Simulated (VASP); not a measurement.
Os:

```xyz
2
Lattice="0.0000 2.6300 2.6300 2.6300 0.0000 2.6300 2.6300 2.6300 0.0000" Properties=species:S:1:pos:R:3 pbc="T T T"
Os    0.0000    0.0000    0.0000
Os    1.3150    1.3150    1.3150
```

| Property | Result |
| --- | --- |
| Program | VASP 6.6.1 |
| Task | relaxation of cell and atoms |
| Functional | PBE |
| Potentials or basis | VASP PAW PBE potentials, release 64 (Os_sv_GW) |
| Cutoff | 500 eV |
| k mesh | 7 × 7 × 7 |
| Occupations | fermi-dirac, width 0.05 eV |
| Spin | no spin polarisation |

At the start: pressure 47.9 GPa; volume 18.19 Å³/atom.

**Question.** How do energy, volume and symmetry change on relaxing?

**Answer.** Over 8 steps the energy falls by 397.5 meV/atom and the volume is 21.29 Å³/atom (+17.0 %); space group Fd-3m (No. 227, to 0.05 Å).

Step by step:
| step | energy change (eV) | largest force (eV/Å) | pressure (GPa) | volume (Å³) |
| --- | --- | --- | --- | --- |
| 1 | 0.0000 | 0.0000 | 47.88 | 36.38 |
| 2 | 4.6043 | 0.0000 | -41.94 | 73.18 |
| 3 | -0.6888 | 0.0000 | -11.36 | 45.38 |
| 4 | -0.7889 | 0.0000 | -2.97 | 43.21 |
| 5 | -0.7949 | 0.0000 | 0.10 | 42.55 |
| 6 | -0.7947 | 0.0000 | -0.54 | 42.68 |
| 7 | -0.7938 | 0.0000 | 1.32 | 42.31 |
| 8 | -0.7949 | 0.0000 | 0.00 | 42.57 |

Final structure:
```
Os
1.0
     0.00000    2.77140    2.77140
     2.77140    0.00000    2.77140
     2.77140    2.77140    0.00000
Os
2
Direct
  0.00000 0.00000 0.00000
  0.25000 0.25000 0.25000
```

Caveat: the volume moved by over 15 % at a fixed basis, so the end points are rough.
